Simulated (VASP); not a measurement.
Set up this calculation in VASP 6.6.1, as the native input.

| Item | Value |
| --- | --- |
| Task | single point |
| Functional | PBE |
| Potentials or basis | VASP PAW PBE potentials, release 64 (Pb_d, Au, Zr_sv) |
| Cutoff | 520 eV |
| k mesh | 6 × 6 × 6 |
| Occupations | fermi-dirac, width 0.1 eV |
| Spin | no spin polarisation |
| Dipole correction | no |
| Further INCAR settings | ALGO = Normal; EDIFF = 1e-07; NBANDS = 38 |

The structure of ZrPbAu3 lies in POSCAR:

```
ZrPbAu3
1.0
    3.3922570000      3.3962890000      0.0000000000
    3.3922570000     -3.3962890000      0.0000000000
    0.0000000000      0.0000000000     -4.7618310000
Pb Au Zr
1 3 1
Direct
    0.0285422454     -0.0285422454      0.0000000000
    0.5200608530      0.1035992205      0.5000000000
    0.8964007795      0.4799391470      0.5000000000
    0.5748110064      0.4251889936      0.0000000000
    0.3731851158      0.6268148842      0.5000000000
```

The input as run:

INCAR

```
SYSTEM = ZrPbAu3
ALGO = Normal ; EDIFF = 1E-7
ENCUT = 520 ; GGA = PE
ISIF = 2 ; ISMEAR = -1
LASPH = .True. ; LCHARG = .False.
LREAL = .False. ; LWAVE = .False.
NBANDS = 38 ; NELM = 60
PREC = Accurate ; SIGMA = 0.1
```

KPOINTS

```
k-points
0
Gamma
  6 6 6
  0 0 0
```

Potentials or basis: VASP PAW PBE potentials, release 64 (Pb_d, Au, Zr_sv).

Command:

```bash
$ cat potpaw_PBE.64/Pb_d/POTCAR potpaw_PBE.64/Au/POTCAR potpaw_PBE.64/Zr_sv/POTCAR > POTCAR
$ mpirun -np 1 vasp_std > vasp.out
```

Results of the run:

```json
{
 "Pressure": "18.0 GPa",
 "Largest force": "0.069 eV/Å",
 "Band gap on the k mesh": "zero (an odd number of electrons rules out a gap without spin polarisation)"
}
```

Caveat: the cell stands under pressure; spin-orbit coupling is left out, which moves the levels of the heavy elements.

It took 2.3 min on 1 thread of Intel(R) Xeon(R) Platinum 8259CL CPU @ 2.50GHz (Skylake/Cascade Lake) (shared host), peak memory 0.34 GiB.
